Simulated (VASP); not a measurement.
FeO (Wuestite):

```xyz
2
Lattice="1.4878 0.8590 2.4681 -1.4878 0.8590 2.4681 0.0000 -1.7180 2.4681" Properties=species:S:1:pos:R:3 pbc="T T T"
Fe    0.0000    0.0000    0.0000
O     0.0000    0.0000    3.7022
```

Base run:

```yaml
Program: VASP 6.6.1
Functional: PBE
Potentials_or_basis: VASP PAW PBE potentials, release 64 (Fe, O)
Cutoff: 520 eV
k_mesh: 11 × 11 × 11
Occupations: fermi-dirac, width 0.05 eV
Spin: collinear spin, ferromagnetic start
Starting_moments: "[3.0, 0.0] μB"
```

Its results: band gap on the k mesh zero (filled and empty bands overlap); pressure 11.8 GPa; net moment 4.00 μB per cell; site moments Fe +3.61; O +0.31 μB.

The run is repeated on the same cell with these changes: functional from PBE to PBEsol. What comes out?

Band gap on the k mesh zero (filled and empty bands overlap); pressure 2.8 GPa; net moment 4.00 μB per cell; site moments Fe +3.60; O +0.32 μB.

PBEsol binds more tightly than PBE, so the same cell stands under less pressure.

Caveats: a cell with one magnetic atom can't hold antiferromagnetic order, which such compounds often take; semilocal functionals often make such compounds metallic where correlation or magnetic order opens a gap, which also shifts bond lengths; the PAW data sets were made with another functional, which shifts forces and pressure a little (some runs).
